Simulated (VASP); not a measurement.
A run of VASP 6.6.1 is set up as follows.

File INCAR:

```
PREC     = Accurate       # precision mode
ENCUT    = 500            # plane-wave cutoff, eV
EDIFF    = 1E-6           # SCF threshold, eV
ISMEAR   = 0              # smearing method
SIGMA    = 0.01           # smearing width, eV
LREAL    = False          # projectors in reciprocal space
LASPH    = True           # aspherical terms in the spheres
NELM     = 120            # most SCF steps
ALGO     = Normal         # electronic algorithm
ISIF     = 2              # what is computed and relaxed
LWAVE    = False          # write WAVECAR
LCHARG   = True           # write CHGCAR
GGA      = RE             # functional
LELF     = True           # ELF
LVHAR    = True         
NBANDS   = 17             # bands
GGA_COMPAT= False
```

File KPOINTS:

```
Automatic mesh
0
Gamma
  3 3 3
```

POSCAR

```
TePb
1.0
    0.0000000000      2.9339712446      2.9339712446
    2.9339712446      0.0000000000      2.9339712446
    2.9339712446      2.9339712446      0.0000000000
Te Pb
1 1
Direct
    0.5000000000      0.5000000000      0.5000000000
    0.0000000000      0.0000000000      0.0000000000
```

Potentials or basis: VASP PAW PBE potentials, release 64 (Te, Pb_d).

Launch:

```bash
$ cat potpaw_PBE.64/Te/POTCAR potpaw_PBE.64/Pb_d/POTCAR > POTCAR
$ mpirun -np 1 vasp_std > vasp.out
```

**Question.** Predict the pressure.

**Answer.** 30.0 GPa.

Caveat: the k points lie up to 0.62 Å⁻¹ apart; the PAW data sets were made with another functional, which shifts forces and pressure a little.
